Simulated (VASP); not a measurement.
# HPbNO4 (P1) in VASP: a series of runs, part 2 of 2

VASP 6.6.1. Earlier steps stand in the parts before.

## (3) Single point, PBE (14.62 Å³/atom)

This run uses another cell than the first one, of 14.62 Å³/atom.

The input, INCAR:

```
SYSTEM = HPbNO4
PREC = Accurate
ENCUT = 520
EDIFF = 1E-6
ISMEAR = -1
SIGMA = 0.05
LREAL = .FALSE.
LASPH = .TRUE.
NELM = 100
ALGO = Normal
ISIF = 2
LWAVE = .FALSE.
LCHARG = .FALSE.
GGA = PE
NBANDS = 31
```

The input, KPOINTS:

```
Automatic mesh
0
G
  5 4 4
  0 0 0
```

The input, POSCAR:

```
HPbNO4
1.0
    3.9078267417      0.0018034237     -0.0370613710
    0.1758135513      4.3913975935     -0.0166867354
    0.7680052229      0.8497671868      5.9539528157
H Pb N O
1 1 1 4
Direct
    0.6151100000      0.8955900000      0.1984400000
    0.6459700000      0.4465100000      0.9168500000
    0.7147400000      0.2381000000      0.5005800000
    0.1695800000      0.4700700000      0.7776800000
    0.6291900000      0.9704500000      0.4984500000
    0.5642400000      0.9258300000      0.0384900000
    0.7802200000      0.4225000000      0.3195100000
```

Potentials or basis: VASP PAW PBE potentials, release 64 (H, Pb_d, N, O).

Run with:

```bash
cat potpaw_PBE.64/H/POTCAR potpaw_PBE.64/Pb_d/POTCAR potpaw_PBE.64/N/POTCAR potpaw_PBE.64/O/POTCAR > POTCAR
mpirun -np 1 vasp_std > vasp.out
```

OUTCAR:

```text
SYSTEM = HPbNO4
   PREC = Accurate
   ENCUT = 520
   EDIFF = 1E-6
   ISMEAR = -1
   LREAL = .FALSE.
   LASPH = .TRUE.
   NELM = 100
   ISIF = 2
   GGA = PE

 ion  position               nearest neighbor table
   1  0.615  0.896  0.198-   6 1.00
   2  0.646  0.447  0.917-   4 2.12   4 2.13   6 2.33   6 2.33   7 2.54   3 2.78
   3  0.715  0.238  0.501-   5 1.24   7 1.28   2 2.78
   4  0.170  0.470  0.778-   2 2.12   2 2.13
   5  0.629  0.970  0.498-   3 1.24
   6  0.564  0.926  0.038-   1 1.00   2 2.33   2 2.33
   7  0.780  0.422  0.320-   3 1.28   2 2.54

  LATTYP: Found a triclinic cell.
 ALAT       =     9.1207376765
 B/A-ratio  =     1.1034313029
 C/A-ratio  =     0.8320978899
 COS(alpha) =     0.0134657135
 COS(beta)  =     0.5861289562
 COS(gamma) =     0.8046043717

  Lattice vectors:

 A1 = (  -7.9914670347,  -4.3950044409,   0.0908094774)
 A2 = (  -7.2234618118,  -3.5452372541,   6.0447622931)
 A3 = (  -4.6758319646,  -0.8515706105,  -5.9168914447)
[... 184 lines left out ...]

 E-fermi :   0.5824     XC(G=0):  -8.6108

 val. band max:        0.3951438325   @ k =   0.4000   0.2500   0.0000
 cond. band min:       0.6349210108   @ k =  -0.0000   0.0000   0.5000
 fundamental gap:      0.2397771783
 Fermi energy:         0.5823517741

 k-point     1 :       0.0000    0.0000    0.0000
  band No.  band energies     occupation
      1     -23.9843      2.00000
      2     -19.7631      2.00000
      3     -17.8058      2.00000
      4     -17.3404      2.00000
      5     -15.3655      2.00000
      6     -15.2825      2.00000
[... 805 lines left out ...]
     30      11.3702      0.00000
     31      11.5916      0.00000

 [... further k-points ...]

------------------------ aborting loop because EDIFF is reached ----------------------------------------

  FORCE on cell =-STRESS in cart. coord.  units (eV):
  Direction    XX          YY          ZZ          XY          YZ          ZX
  --------------------------------------------------------------------------------------
  -------------------------------------------------------------------------------------
  Total       -1.5060839     -2.0327528     -1.8537284     -0.3178158      0.2601821     -0.1483904
  in kB      -23.5766318    -31.8212442    -29.0187493     -4.9751711      4.0729594     -2.3229420
  external PRESSURE =     -28.1388751 kB  Pullay stress =       0.0000000 kB

 VOLUME and BASIS-vectors are now :
 -----------------------------------------------------------------------------
  energy-cutoff  :      520.00
  volume of cell :      102.35
      direct lattice vectors                 reciprocal lattice vectors
     3.907826742  0.001803424 -0.037061371     0.255602812 -0.010352957 -0.031492808
     0.175813551  4.391397593 -0.016686735    -0.000412623  0.227611219 -0.032432176
     0.768005223  0.849767187  5.953952816     0.001589886  0.000573467  0.167668720

 POSITION                                       TOTAL-FORCE (eV/Angst)
 -----------------------------------------------------------------------------------
      2.71360      4.10263      1.14376        -0.126907     -0.003611     -0.412457
      3.30699      2.74108      5.42749        -0.003273     -0.002559     -0.014001
      3.21939      1.47226      2.94997        -0.108839     -0.223383     -0.488622
      1.34260      2.72542      4.61614         0.011114     -0.008830      0.162955
      3.01220      4.68633      2.92824         0.177649      0.537409     -0.029630
      2.39729      4.09941      0.19281         0.170232      0.005372      0.346696
      3.36863      2.12828      1.86638        -0.119976     -0.304398      0.435059
 -----------------------------------------------------------------------------------
    total drift:                                0.000248     -0.000276     -0.000339

  FREE ENERGIE OF THE ION-ELECTRON SYSTEM (eV)
  ---------------------------------------------------
  free  energy   TOTEN  =       -38.6275796341 eV

  energy  without entropy=      -38.6250424684  energy(sigma->0) =      -38.62631105
```

stdout:

```text
POSCAR found type information on POSCAR H PbN O
 POSCAR found :  4 types and       7 ions
 scaLAPACK will be used
 LDA part: xc-table for (Slater+PW92), standard interpolation
 POSCAR, INCAR and KPOINTS ok, starting setup
 FFT: planning ... GRIDC
 FFT: planning ... GRID_SOFT
 FFT: planning ... GRID
 WAVECAR not read
 entering main loop
```

It took 84 s on 1 thread of Intel Xeon 6975P-C (Granite Rapids), shared host; peak memory 0.28 GiB.

Results:

- Free energy: -38.6276 eV
- Pressure: -2.8 GPa
- Largest force: 0.567 eV/Å
- Band gap on the k mesh: 0.24 eV (least direct gap 0.43 eV)

Forces on the atoms (eV/Å):
```
H   -0.127 -0.004 -0.412
Pb  -0.003 -0.003 -0.014
N   -0.109 -0.223 -0.489
O    0.011 -0.009  0.163
O    0.178  0.537 -0.030
O    0.170  0.005  0.347
O   -0.120 -0.304  0.435
```

Stress tensor (GPa, compression positive):
```
-2.36 -0.50 -0.23
-0.50 -3.18  0.41
-0.23  0.41 -2.90
```

Caveat: the standard files for N, O and F lose accuracy on very short bonds; spin-orbit coupling is left out, which moves the levels of the heavy elements; an odd mesh through Γ misses points on the zone boundary, where band edges can lie.
